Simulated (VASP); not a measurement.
A run of VASP 6.6.1:

File INCAR:

```
SYSTEM = BaTe
PREC     = Accurate       ! precision mode
ENCUT    = 500            ! plane-wave cutoff, eV
EDIFF    = 1E-6           ! SCF threshold, eV
ISMEAR   = -1             ! smearing method
SIGMA    = 0.02           ! smearing width, eV
LREAL    = .FALSE.        ! projectors in reciprocal space
LASPH    = .TRUE.         ! aspherical terms in the spheres
NELM     = 120            ! most SCF steps
ALGO     = Normal         ! electronic algorithm
ISIF     = 2              ! what is computed and relaxed
LWAVE    = .FALSE.        ! write WAVECAR
LCHARG   = .TRUE.         ! write CHGCAR
GGA      = PE             ! functional
LELF     = .TRUE.         ! ELF
LVHAR    = .TRUE.       
NBANDS   = 24             ! bands
GGA_COMPAT= .FALSE.
```

File KPOINTS:

```
regular mesh
0
G
  6 6 4
  0 0 0
```

POSCAR

```
BaTe
1.0
    5.9738370715      0.0000000000      0.0000000000
   -2.9869185357      5.1734946620      0.0000000000
    0.0000000000      0.0000000000      7.0021674675
Ba Te
2 2
Direct
    0.3333333333      0.6666666667      0.2500000000
    0.6666666667      0.3333333333      0.7500000000
    0.6666666667      0.3333333333      0.2500000000
    0.3333333333      0.6666666667      0.7500000000
```

Potentials or basis: VASP PAW PBE potentials, release 64 (Ba_sv, Te).

Run with:

```sh
$ cat potpaw_PBE.64/Ba_sv/POTCAR potpaw_PBE.64/Te/POTCAR > POTCAR
$ mpirun -np 1 vasp_std > vasp.out
```

Hardware: 1 thread of Oxide Virtual Turin-like Processor, on a shared host.

How long does it take, and how much memory?

Run time: 2.6 min on 1 thread of Oxide Virtual Turin-like Processor, on a shared host, peak memory 0.35 GiB. Counts: scf iterations 15, k points 21.
